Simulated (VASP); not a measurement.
Wanted: the native input for a VASP 6.6.1 run.

* Task: relaxation of cell and atoms
* Functional: PBE
* Potentials or basis: VASP PAW PBE potentials, release 64 (Te, Os)
* Cutoff: 600 eV
* k mesh: 4 × 4 × 4
* Occupations: gaussian, width 0.1 eV
* Spin: no spin polarisation
* Dipole correction: no
* Further INCAR settings: ALGO = Normal; EDIFF = 1e-06; IBRION = 2; EDIFFG = -0.04; NSW = 90; ISIF = 3

The structure of TeOs lies in POSCAR:

```
TeOs
1.0
    0.0000000000      3.6759485008      3.6759485008
    3.6759485008      0.0000000000      3.6759485008
    3.6759485008      3.6759485008      0.0000000000
Te Os
2 2
Direct
    0.5000000000      0.5000000000      0.5000000000
    0.7500000000      0.7500000000      0.7500000000
    0.0000000000      0.0000000000      0.0000000000
    0.2500000000      0.2500000000      0.2500000000
```

One way to write it, as run:

INCAR

```
SYSTEM = TeOs
ALGO = Normal
EDIFF = 1E-6
EDIFFG = -0.04
ENCUT = 600
GGA = PE
IBRION = 2
ISIF = 3
ISMEAR = 0
LASPH = .TRUE.
LCHARG = .FALSE.
LREAL = .FALSE.
LWAVE = .FALSE.
NELM = 80
NSW = 90
PREC = Accurate
SIGMA = 0.1
```

KPOINTS

```
k-points
0
G
  4 4 4
  0 0 0
```

Potentials or basis: VASP PAW PBE potentials, release 64 (Te, Os).

The run is started by

```console
$ cat potpaw_PBE.64/Te/POTCAR potpaw_PBE.64/Os/POTCAR > POTCAR
$ mpirun -np 1 vasp_std > vasp.out
```

It gave:

```yaml
Relaxed_volume: 19.26 Å³/atom
Relaxed_cell: a = 4.776 Å, b = 4.776 Å, c = 4.776 Å, α = 60.00°, β = 60.00°, γ = 60.00°
Space_group_after_relaxing_to_0.1_Å: Fd-3m (No. 227)
Energy_gained_by_relaxing: 452.7 meV/atom
Ionic_steps: 5
Pressure_after_relaxing: 0.2 GPa
Band_gap_on_the_k_mesh: zero (bands 14 and 15 overlap by 0.51 eV)
```

Caveat: the k points lie up to 0.40 Å⁻¹ apart in the final cell, too coarse for converged energies and pressures of a metal; the volume moved by over 15 % at a fixed basis, so the end points are rough; spin-orbit coupling is left out, which moves the levels of the heavy elements.

Run time: 82 s on 1 thread of AMD EPYC 7R13 Processor (Zen 3), on a shared host, peak memory 0.24 GiB.
